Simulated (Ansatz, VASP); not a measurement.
# Two plane-wave programs on Co

The input POSCAR:

```
Co
1.0
    0.0000000000      2.5827123253      2.5827123253
    2.5827123253      0.0000000000      2.5827123253
    2.5827123253      2.5827123253      0.0000000000
Co
2
Direct
    0.1250000000      0.1250000000      0.1250000000
    0.8750000000      0.8750000000      0.8750000000
```

Contents of INCAR.step1:

```
SYSTEM = Co
PREC     = Accurate       ! precision mode
ENCUT    = 520            ! plane-wave cutoff, eV
ISMEAR   = -1             ! smearing method
SIGMA    = 0.05           ! smearing width, eV
LREAL    = .False.        ! projectors in reciprocal space
LASPH    = .True.         ! aspherical terms in the spheres
NELM     = 150            ! most SCF steps
ISPIN    = 2              ! spin polarisation
MAGMOM   = 1.917 1.917    ! initial moments
LMAXMIX  = 4              ! l up to which the mixer works
NBANDS   = 20             ! bands
GGA      = PE             ! functional
ALGO     = Normal         ! electronic algorithm
EDIFF    = 1E-4           ! SCF threshold, eV
LWAVE    = .True.         ! write WAVECAR
LCHARG   = .False.        ! write CHGCAR
```

INCAR.step2

```
SYSTEM = Co
PREC     = Accurate       ! precision mode
ENCUT    = 520            ! plane-wave cutoff, eV
EDIFF    = 1E-7           ! SCF threshold, eV
ISMEAR   = -1             ! smearing method
SIGMA    = 0.05           ! smearing width, eV
LREAL    = .False.        ! projectors in reciprocal space
LASPH    = .True.         ! aspherical terms in the spheres
NELM     = 150            ! most SCF steps
ALGO     = Normal         ! electronic algorithm
ISIF     = 2              ! what is computed and relaxed
LWAVE    = .False.        ! write WAVECAR
LCHARG   = .False.        ! write CHGCAR
ISPIN    = 2              ! spin polarisation
MAGMOM   = 1.917 1.917    ! initial moments
LORBIT   = 11             ! projections on sites
LMAXMIX  = 4              ! l up to which the mixer works
METAGGA  = R2SCAN         ! meta-GGA
LMIXTAU  = .True.       
NBANDS   = 20             ! bands
ISTART   = 1
```

KPOINTS

```
regular mesh
0
Gamma
  12 12 12
  0 0 0
```

Input for Ansatz:

```yaml
crystal:
  lattice:
    - [0.0, 2.5827123253, 2.5827123253]
    - [2.5827123253, 0.0, 2.5827123253]
    - [2.5827123253, 2.5827123253, 0.0]
  atoms:
    - { symbol: Co, position: [0.125, 0.125, 0.125], spin: 1.917 }
    - { symbol: Co, position: [0.875, 0.875, 0.875], spin: 1.917 }
hamiltonian:
  xc: r2scan
  pseudopotentials:
    kind: paw
    azcp:
      Co: "pseudopotentials/Co.paw.azcp"
basis:
  ecutwfc: 500
  fft_grid_basis: typed
kpoints:
  mp_grid: { grid: [12, 12, 12], shift: [0, 0, 0] }
magnetization:
  spin_polarized: true
scf:
  occupations: { method: fermi_dirac, width: 0.05 }
  lower_state_search: "off"
output:
  stress: true
  write_density: true
  write_potential: true
  elf: true
  volumetric_format: npy
```

Alike in both runs: task single point; functional r2SCAN; k mesh 12 × 12 × 12; occupations fermi-dirac, width 0.05 eV; collinear spin.

```csv
,VASP,Ansatz
version,VASP 6.6.1,Ansatz 0.2.0
potentials or method,"VASP PAW PBE potentials, release 64 (Co), cutoff 520 eV","plane waves (500 eV) with PAW, scalar-relativistic"
valence electrons in the cell,18,34
```

|  | VASP | Ansatz | Ansatz less VASP |
| --- | --- | --- | --- |
| pressure (GPa) | -7.3 | -6.9 | +0.34 |
| net moment per atom (μB) | 1.86 | 1.87 | +0.015 |
| size of the moment on the site where the two differ most (μB) | 1.89 | 1.98 | +0.086 |

VASP's potentials were made for PBE, not for r2SCAN. Site moments also hang on the region over which each program counts them. VASP's potentials hold 18 valence electrons a cell and Ansatz's 34, so a difference there can come from the potentials and not from the codes. Ansatz's warnings: stability check not made.
